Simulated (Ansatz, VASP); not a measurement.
**GaP in VASP and in Ansatz**

```
Ga P
1.0
     0.00000    2.72525    2.72525
     2.52086    0.00000    2.72525
     2.52086    2.72525    0.00000
Ga P
1 1
Direct
  0.00000 0.00000 0.00000
  0.75000 0.75000 0.75000
```

Change from the starting cell: strain -0.0750 x Voigt [1, 0, 0, 0, 0, 0], atoms carried along.

Alike in both runs: task single point; functional r2SCAN; k mesh 8 × 8 × 8; occupations gaussian, width 0.05 eV; no spin polarisation.

|  | VASP | Ansatz |
| --- | --- | --- |
| version | VASP 6.6.1 | Ansatz 0.2.0 |
| potentials or method | VASP PAW PBE potentials, release 64 (Ga_d, P), cutoff 520 eV | scalar-relativistic, plane waves, PAW |
| valence electrons in the cell | 18 | 18 |

```tsv
	VASP	Ansatz	Ansatz less VASP
gap on the k mesh at the Fermi level (eV)	0.98	0.97	-0.006
least direct gap on the mesh (eV)	2.71	2.74	+0.025
pressure (GPa)	7.9	8.0	+0.03
traceless stress, the component that is largest in VASP (GPa)	3.63	3.62	-0.010
```

VASP's potentials were made for PBE, not for r2SCAN. With one functional, cell and mesh, what is left measures potentials, basis and numerics.
